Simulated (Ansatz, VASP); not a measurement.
## Two plane-wave programs on NiO

File INCAR:

```
SYSTEM = NiO
  PREC = Accurate
  ENCUT = 600
  EDIFF = 1E-6
  ISMEAR = 0
  SIGMA = 0.05
  LREAL = .False.
  LASPH = .True.
  NELM = 200
  ALGO = Normal
  ISIF = 2
  LWAVE = .False.
  LCHARG = .True.
  LMAXMIX = 4
  LDAU = .True.
  LDAUTYPE = 1
  LDAUL = 2 -1
  LDAUU = 5 0
  LDAUJ = 0.9 0
  LDAUPRINT = 1
  LELF = .True.
  LVHAR = .True.
  NBANDS = 32
  GGA_COMPAT = .False.
```

File KPOINTS:

```
regular mesh
0
Gamma
  8 8 8
  0 0 0
```

File POSCAR:

```
NiO
1.0
    0.0000000000      2.0913095100      2.0913095100
    2.0913095100      0.0000000000      2.0913095100
    4.1826190200      4.1826190200      0.0000000000
Ni O
2 2
Direct
    0.0000000000      0.0000000000      0.0000000000
    0.0000000000      0.0000000000      0.5000000000
    0.5000000000      0.5000000000      0.2500000000
    0.5000000000      0.5000000000      0.7500000000
```

Input for Ansatz:

```yaml
crystal:
  lattice:
    - [0.0, 2.09130951, 2.09130951]
    - [2.09130951, 0.0, 2.09130951]
    - [4.18261902, 4.18261902, 0.0]
  atoms:
    - { symbol: Ni, position: [0.0, 0.0, 0.0] }
    - { symbol: O, position: [0.5, 0.5, 0.25] }
    - { symbol: Ni, position: [0.0, 0.0, 0.5] }
    - { symbol: O, position: [0.5, 0.5, 0.75] }
basis:
  ecutwfc: 420
  ecutrho_ratio: 4
kpoints:
  mp_grid: { grid: [8, 8, 8] }
hamiltonian:
  xc: lda
  hubbard:
    sites:
      - { site: 0, l: d, u: 5.0, j: 0.9 }
      - { site: 2, l: d, u: 5.0, j: 0.9 }
scf:
  occupations: { method: gaussian, width: 0.05 }
  lower_state_search: "off"
  max_iter: 150
output:
  forces: true
  stress: true
  eigenvalues: true
  populations: true
  hubbard: { sites: [{ site: 0, l: d }, { site: 2, l: d }] }
```

Alike in both runs: task single point; functional LDA; k mesh 8 × 8 × 8; occupations gaussian, width 0.05 eV; no spin polarisation; Hubbard terms Ni d U = 5.0 eV, J = 0.9 eV.

|  | VASP | Ansatz |
| --- | --- | --- |
| version | VASP 6.6.1 | Ansatz 0.2.0 |
| potentials or method | VASP PAW LDA potentials, release 64 (Ni_sv_GW, O), cutoff 600 eV | scalar-relativistic, plane waves, PAW |
| valence electrons in the cell | 48 | 48 |

VASP gave:

- gap on the k mesh at the Fermi level (eV): none
- pressure (GPa): -23.6

Question: Which values does Ansatz return?

Answer: gap on the k mesh at the Fermi level (eV): none; pressure (GPa): -20.5.

LDA's correlation is that of Perdew and Zunger in VASP and of Perdew and Wang (1992) in Ansatz. The programs project onto different local orbitals, so the same U acts differently, and such runs can settle in different states. A gap of «none» marks a metal or a gap that the smearing closes. Ansatz's warnings: filled band counts differ across k points.
